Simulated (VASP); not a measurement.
Crystal: Pt.

```
Pt
1.0
    -1.55706    1.55706    1.55706
     1.55706   -1.55706    1.55706
     1.55706    1.55706   -1.55706
Pt
1
Direct
  0.00000 0.00000 0.00000
```

| Item | Value |
| --- | --- |
| Program | VASP 6.6.1 |
| Task | relaxation of cell and atoms |
| Functional | PBE |
| Potentials or basis | VASP PAW PBE potentials, release 64 (Pt) |
| Cutoff | 500 eV |
| k mesh | 8 × 8 × 8 |
| Occupations | gaussian, width 0.1 eV |
| Spin | no spin polarisation |

At the start: pressure 13.9 GPa; volume 15.10 Å³/atom.

Task: How do energy, volume and symmetry change on relaxing?

Result: Over 4 steps the energy falls by 33.2 meV/atom and the volume is 15.91 Å³/atom (+5.4 %); space group Im-3m (No. 229, to 0.05 Å).

The path:
```tsv
step	energy change (eV)	largest force (eV/Å)	pressure (GPa)	volume (Å³)
1	0.0000	0.0000	13.89	15.10
2	0.1406	0.0000	-21.51	18.15
3	-0.0331	0.0000	-0.59	15.95
4	-0.0332	0.0000	-0.06	15.91
```

Final structure:
```cif
data_structure
_symmetry_space_group_name_H-M 'P 1'
_symmetry_Int_Tables_number 1
_cell_length_a 2.7443
_cell_length_b 2.7443
_cell_length_c 2.7443
_cell_angle_alpha 109.471
_cell_angle_beta 109.471
_cell_angle_gamma 109.471
_cell_volume 15.91
loop_
_atom_site_label
_atom_site_type_symbol
_atom_site_fract_x
_atom_site_fract_y
_atom_site_fract_z
_atom_site_occupancy
Pt1 Pt 0.00000 0.00000 0.00000 1
```
